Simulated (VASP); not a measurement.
# Sr (I4/mmm) in VASP: further runs

Runs on Sr. Level: PBEsol. Tasks: single point.

Everything below comes from runs of VASP 6.6.1. Logs are shortened: lines on timing, memory, paths and dates and some standing lists are left out, and cuts for length are marked.

### 1 The cell of the first run

Symmetry: I4/mmm, No. 139, tetragonal system. The conventional cell has a = 4.195 Å, b = 4.195 Å, c = 6.085 Å, α = 90.00°, β = 90.00°, γ = 90.00°. Within 5.5 Å of Sr (site symmetry 4/mmm) lie 12 Sr at 4.19 to 4.25 Å.

### 2 Single point, PBEsol (strain -0.025 along x and y, +0.000 along z)

The input, INCAR:

```
SYSTEM = Sr
PREC = Accurate ; ENCUT = 520
EDIFF = 1E-6 ; ISMEAR = 0
SIGMA = 0.03 ; LREAL = .False.
LASPH = .True. ; NELM = 100
ALGO = Normal ; ISIF = 2
LWAVE = .False. ; LCHARG = .False.
GGA = PS ; NBANDS = 11
```

The input, KPOINTS:

```
regular mesh
0
Gamma
  10 10 10
  0 0 0
```

The input, POSCAR:

```
Sr
1.0
    0.0000000000      2.9662912500      3.0423500000
    2.9662912500      0.0000000000      3.0423500000
    2.9662912500      2.9662912500      0.0000000000
Sr
1
Direct
    0.0000000000      0.0000000000      0.0000000000
```

Potentials or basis: VASP PAW PBE potentials, release 64 (Sr_sv).

Command:

```
> cat potpaw_PBE.64/Sr_sv/POTCAR > POTCAR
> mpirun -np 1 vasp_std > vasp.out
```

OUTCAR:

```text
SYSTEM = Sr
   PREC = Accurate
   ENCUT = 520
   EDIFF = 1E-6
   ISMEAR = 0
   LREAL = .False.
   LASPH = .True.
   NELM = 100
   ISIF = 2
   GGA = PS

 ion  position               nearest neighbor table
   1  0.000  0.000  0.000-

  LATTYP: Found a body centered tetragonal cell.
 ALAT       =     4.1949693157
 C/A-ratio  =     1.4504754486

  Lattice vectors:

 A1 = (  -2.9662912500,   0.0000000000,   3.0423500000)
 A2 = (   2.9662912500,   0.0000000000,   3.0423500000)
 A3 = (   0.0000000000,   2.9662912500,  -3.0423500000)

Analysis of symmetry for initial positions (statically):
=====================================================================
 Subroutine PRICEL returns:
 Original cell was already a primitive cell.

 Routine SETGRP: Setting up the symmetry group for a
 body centered tetragonal supercell.

 Subroutine GETGRP returns: Found 16 space group operations
 (whereof 16 operations were pure point group operations)
 out of a pool of 16 trial point group operations.

The static configuration has the point symmetry D_4h.

Analysis of symmetry for dynamics (positions and initial velocities):
=====================================================================
 Subroutine PRICEL returns:
 Original cell was already a primitive cell.

 Routine SETGRP: Setting up the symmetry group for a
 body centered tetragonal supercell.

 Subroutine GETGRP returns: Found 16 space group operations
 (whereof 16 operations were pure point group operations)
 out of a pool of 16 trial point group operations.

The dynamic configuration has the point symmetry D_4h.

 Subroutine INISYM returns: Found 16 space group operations
 (whereof 16 operations are pure point group operations),
 and found     1 'primitive' translations

----------------------------------------------------------------------------------------

                                     Primitive cell

  volume of cell :      53.5386

  direct lattice vectors                    reciprocal lattice vectors
     0.000000000  2.966291250  3.042350000    -0.168560656  0.168560656  0.164346640
     2.966291250  0.000000000  3.042350000     0.168560656 -0.168560656  0.164346640
     2.966291250  2.966291250  0.000000000     0.168560656  0.168560656 -0.164346640

  length of vectors
     4.249091350  4.249091350  4.194969316     0.289543102  0.289543102  0.289543102

  position of ions in fractional coordinates (direct lattice)
     0.000000000  0.000000000  0.000000000

  ion indices of the primitive-cell ions
   primitive index   ion index
                 1           1

----------------------------------------------------------------------------------------

 KPOINTS: regular mesh

Automatic generation of k-mesh.
 Grid dimensions read from file:
 generate k-points for:   10   10   10

 Generating k-lattice:

  Cartesian coordinates                     Fractional coordinates (reciprocal lattice)
    -0.016856066  0.016856066  0.016434664     0.100000000 -0.000000000  0.000000000
     0.016856066 -0.016856066  0.016434664    -0.000000000  0.100000000  0.000000000
     0.016856066  0.016856066 -0.016434664     0.000000000  0.000000000  0.100000000

  Length of vectors
     0.028954310  0.028954310  0.028954310

  Shift w.r.t. Gamma in fractional coordinates (k-lattice)
     0.000000000  0.000000000  0.000000000

 Subroutine IBZKPT returns following result:
 ===========================================

 Found    102 irreducible k-points:

 Following reciprocal coordinates:
            Coordinates               Weight
  0.000000  0.000000  0.000000      1.000000
  0.100000 -0.000000  0.000000      8.000000
  0.200000 -0.000000  0.000000      8.000000
  0.300000 -0.000000  0.000000      8.000000
  0.400000 -0.000000  0.000000      8.000000
  0.500000 -0.000000  0.000000      4.000000
[... 16 lines left out ...]
  0.300000  0.300000  0.000000      2.000000
  0.400000  0.300000  0.000000      8.000000
 [... further k-points ...]
   k-points           NKPTS =    102   k-points in BZ     NKDIM =    102   number of bands    NBANDS=     11
   number of dos      NEDOS =    301   number of ions     NIONS =      1
   total plane-waves  NPLWV =  32768
   dimension x,y,z NGX =    32 NGY =   32 NGZ =   32
   dimension x,y,z NGXF=    64 NGYF=   64 NGZF=   64
   ions per type =               1
   NGX,Y,Z   is equivalent  to a cutoff of  12.52, 12.52, 12.68 a.u.
   NGXF,Y,Z  is equivalent  to a cutoff of  25.04, 25.04, 25.36 a.u.
 SYSTEM =  Sr
   PREC   = accura    normal or accurate (medium, high low for compatibility)
   ISTART =      0    job   : 0-new  1-cont  2-samecut
   ICHARG =      2    charge: 1-file 2-atom 10-const
   ISPIN  =      1    spin polarized calculation?
   LNONCOLLINEAR =      F non collinear calculations
   LSORBIT =      F    spin-orbit coupling
   LASPH  =      T    aspherical Exc in radial PAW
   ENCUT  =  520.0 eV  38.22 Ry    6.18 a.u.   7.90  7.90  7.80*2*pi/ulx,y,z
   NELM   =    100;   NELMIN=  2; NELMDL= -5     # of ELM steps
   EDIFF  = 0.1E-05   stopping-criterion for ELM
   LREAL  =      F    real-space projection
[... 7 lines left out ...]
   TEBEG  =    0.0;   TEEND  =   0.0 temperature during run
   PSTRESS=    0.0 pullay stress
   NELECT =      10.0000    total number of electrons
   NUPDOWN=      -1.0000    fix difference up-down
   EMIN   =  10.00;   EMAX   =-10.00  energy-range for DOS
   EFERMI =   0.00;   METHOD = LEGACY
   ISMEAR =     0;   SIGMA  =   0.03  broadening in eV -4-tet -1-fermi 0-gaus
   EFERMI_NEDOS =   21; number of points for ismear=-14 and -15
   IALGO  =     38    algorithm
   IMIX   =      4    mixing-type and parameters
     AMIX     =   0.40;   BMIX     =  1.00
     AMIX_MAG =   1.60;   BMIX_MAG =  1.00
  volume/ion in A,a.u.               =      53.54       361.30
  Fermi-wavevector in a.u.,A,eV,Ry     =   0.935806  1.768417 11.915074  0.875733
  Thomas-Fermi vector in A             =   2.062751
   LORBIT       =      0    0 simple, 1 ext, 2 COOP (PROOUT), +10 PAW based schemes
   GGA     = PS    functional components
   LHFCALC =     F    Hartree Fock is set to
   AEXX    =    0.0000 exact exchange contribution
   IVDW    =     0    specifies the selected vdW correction
   LEPSILON=     F    determine dielectric tensor
   LRPA    =     F    only Hartree local field effects (RPA)
 non-spin polarized calculation
 Gauss-broadening in eV      SIGMA  =   0.03
  energy-cutoff  :      520.00
  volume of cell :       53.54
 maximum number of plane-waves:      1454
   NGX = 15   NGY = 15   NGZ = 15

 number of electron      10.0000000 magnetization

 Free energy of the ion-electron system (eV)
  ---------------------------------------------------
  ext. energy  EPLUGINS =         0.00000000
  ---------------------------------------------------
  free energy    TOTEN  =        -1.83658401 eV

  energy without entropy =       -1.83568674  energy(sigma->0) =       -1.83613537

 E-fermi :   1.6164     XC(G=0):  -7.5143

 val. band max:        1.6158394704   @ k =  -0.3000   0.4000   0.1000
 cond. band min:       1.6292401335   @ k =  -0.3000   0.4000   0.2000
 fundamental gap:      0.0134006631
 Fermi energy:         1.6163502936

 k-point     1 :       0.0000    0.0000    0.0000
  band No.  band energies     occupation
      1     -34.8948      2.00000
      2     -16.7932      2.00000
      3     -16.7906      2.00000
      4     -16.7906      2.00000
      5      -2.1131      2.00000
      6       3.8595      0.00000
      7       3.9972      0.00000
      8       3.9972      0.00000
      9       5.3503      0.00000
     10       5.5764      0.00000
     11       8.7894      0.00000

 k-point     2 :       0.1000   -0.0000    0.0000
  band No.  band energies     occupation
      1     -34.8933      2.00000
      2     -16.8130      2.00000
      3     -16.7955      2.00000
      4     -16.7930      2.00000
      5      -1.9479      2.00000
      6       3.6916      0.00000
      7       3.9875      0.00000
      8       4.0757      0.00000
      9       5.2622      0.00000
     10       5.4655      0.00000
     11       9.2022      0.00000

 k-point     3 :       0.2000   -0.0000    0.0000
  band No.  band energies     occupation
      1     -34.8893      2.00000
      2     -16.8687      2.00000
      3     -16.8041      2.00000
      4     -16.7995      2.00000
      5      -1.4763      2.00000
      6       3.1527      0.00000
      7       4.0655      0.00000
      8       4.1973      0.00000
      9       5.2331      0.00000
     10       5.3591      0.00000
     11       8.9517      0.00000

 k-point     4 :       0.3000   -0.0000    0.0000
  band No.  band energies     occupation
      1     -34.8843      2.00000
      2     -16.9363      2.00000
      3     -16.8145      2.00000
      4     -16.8075      2.00000
      5      -0.7754      2.00000
      6       2.5606      0.00000
      7       3.9473      0.00000
      8       4.1157      0.00000
      9       5.6198      0.00000
     10       5.6514      0.00000
     11       8.1267      0.00000

 k-point     5 :       0.4000   -0.0000    0.0000
  band No.  band energies     occupation
      1     -34.8803      2.00000
      2     -16.9900      2.00000
      3     -16.8229      2.00000
      4     -16.8140      2.00000
      5      -0.0032      2.00000
      6       2.0151      0.00000
      7       3.7737      0.00000
      8       3.9474      0.00000
      9       6.2000      0.00000
     10       6.2433      0.00000
     11       7.5694      0.00000

 k-point     6 :       0.5000   -0.0000    0.0000
  band No.  band energies     occupation
      1     -34.8788      2.00000
      2     -17.0103      2.00000
      3     -16.8261      2.00000
      4     -16.8164      2.00000
      5       0.4364      2.00000
      6       1.6974      0.00013
      7       3.7026      0.00000
      8       3.8762      0.00000
      9       6.5036      0.00000
     10       6.5907      0.00000
     11       7.3558      0.00000

 k-point     7 :       0.1000    0.1000    0.0000
  band No.  band energies     occupation
      1     -34.8929      2.00000
      2     -16.8138      2.00000
      3     -16.7976      2.00000
      4     -16.7976      2.00000
      5      -1.9003      2.00000
      6       3.5710      0.00000
      7       4.1107      0.00000
      8       4.1107      0.00000
      9       4.9554      0.00000
     10       5.6566      0.00000
     11       9.3305      0.00000

 k-point     8 :       0.2000    0.1000    0.0000
  band No.  band energies     occupation
      1     -34.8898      2.00000
      2     -16.8530      2.00000
      3     -16.8058      2.00000
      4     -16.8050      2.00000
      5      -1.5375      2.00000
      6       3.2088      0.00000
      7       4.1227      0.00000
      8       4.2482      0.00000
      9       4.7407      0.00000
     10       5.6917      0.00000
     11       9.6254      0.00000
[... 141 lines left out ...]
 k-point    19 :       0.5000    0.2000    0.0000
  band No.  band energies     occupation
      1     -34.8774      2.00000
      2     -16.9786      2.00000
      3     -16.8672      2.00000
      4     -16.8329      2.00000
      5       0.6895      2.00000
      6       1.8498      0.00000
      7       3.0008      0.00000
      8       4.4048      0.00000
      9       6.1487      0.00000
     10       6.5845      0.00000
     11       7.0713      0.00000

 k-point    20 :      -0.4000    0.2000    0.0000
  band No.  band energies     occupation
      1     -34.8768      2.00000
      2     -16.9820      2.00000
      3     -16.8784      2.00000
      4     -16.8267      2.00000
      5       0.9539      2.00000
      6       1.7124      0.00001
      7       2.9247      0.00000
      8       4.3233      0.00000
      9       6.1387      0.00000
     10       6.4177      0.00000
     11       7.3136      0.00000

 k-point    21 :      -0.3000    0.2000    0.0000
  band No.  band energies     occupation
      1     -34.8788      2.00000
      2     -16.9629      2.00000
      3     -16.8740      2.00000
      4     -16.8165      2.00000
      5       0.2740      2.00000
      6       2.2291      0.00000
      7       2.9712      0.00000
      8       4.3795      0.00000
      9       5.4502      0.00000
     10       6.8823      0.00000
     11       7.5610      0.00000

 k-point    22 :      -0.2000    0.2000    0.0000
  band No.  band energies     occupation
      1     -34.8825      2.00000
      2     -16.9315      2.00000
      3     -16.8522      2.00000
      4     -16.8062      2.00000
      5      -0.4966      2.00000
      6       2.5956      0.00000
      7       3.3714      0.00000
      8       4.5569      0.00000
      9       4.8670      0.00000
     10       6.3687      0.00000
     11       8.4890      0.00000

 k-point    23 :       0.3000    0.3000    0.0000
  band No.  band energies     occupation
      1     -34.8817      2.00000
      2     -16.9292      2.00000
      3     -16.8386      2.00000
      4     -16.8386      2.00000
      5      -0.4129      2.00000
      6       2.4309      0.00000
      7       3.2175      0.00000
      8       5.0506      0.00000
      9       5.0506      0.00000
     10       6.1822      0.00000
     11       9.7355      0.00000

 k-point    24 :       0.4000    0.3000    0.0000
  band No.  band energies     occupation
      1     -34.8786      2.00000
      2     -16.9571      2.00000
      3     -16.8552      2.00000
      4     -16.8467      2.00000
      5       0.1481      2.00000
      6       2.2222      0.00000
      7       2.8559      0.00000
      8       5.2043      0.00000
      9       5.5484      0.00000
     10       6.4731      0.00000
     11       8.1359      0.00000

 [... further k-points ...]

------------------------ aborting loop because EDIFF is reached ----------------------------------------

  FORCE on cell =-STRESS in cart. coord.  units (eV):
  Direction    XX          YY          ZZ          XY          YZ          ZX
  --------------------------------------------------------------------------------------
  -------------------------------------------------------------------------------------
  Total       -0.1323305     -0.1323305     -0.1538768      0.0000000     -0.0000000     -0.0000000
  in kB       -3.9600795     -3.9600795     -4.6048643      0.0000000     -0.0000000     -0.0000000
  external PRESSURE =      -4.1750078 kB  Pullay stress =       0.0000000 kB

 VOLUME and BASIS-vectors are now :
 -----------------------------------------------------------------------------
  energy-cutoff  :      520.00
  volume of cell :       53.54
      direct lattice vectors                 reciprocal lattice vectors
     0.000000000  2.966291250  3.042350000    -0.168560656  0.168560656  0.164346640
     2.966291250  0.000000000  3.042350000     0.168560656 -0.168560656  0.164346640
     2.966291250  2.966291250  0.000000000     0.168560656  0.168560656 -0.164346640

 POSITION                                       TOTAL-FORCE (eV/Angst)
 -----------------------------------------------------------------------------------
      0.00000      0.00000      0.00000         0.000000      0.000000      0.000000
 -----------------------------------------------------------------------------------
    total drift:                                0.000000      0.000000      0.000000

  FREE ENERGIE OF THE ION-ELECTRON SYSTEM (eV)
  ---------------------------------------------------
  free  energy   TOTEN  =        -1.8365840063 eV

  energy  without entropy=       -1.8356867417  energy(sigma->0) =       -1.83613537
```

Run time: 18 s. Hardware: 1 thread of Intel Xeon 6975P-C (Granite Rapids), shared host; peak memory 0.2 GiB.

Results:

```
Free energy            : -1.8366 eV
Pressure               : -0.4 GPa
Band gap on the k mesh : zero (bands 5 and 6 overlap by 0.04 eV)
```

Caveat: the cell differs from its parent crystal (strain -0.025 along x and y, +0.000 along z); the PAW data sets were made with another functional, which shifts forces and pressure a little.

(Part 1 of 2 ends here.)
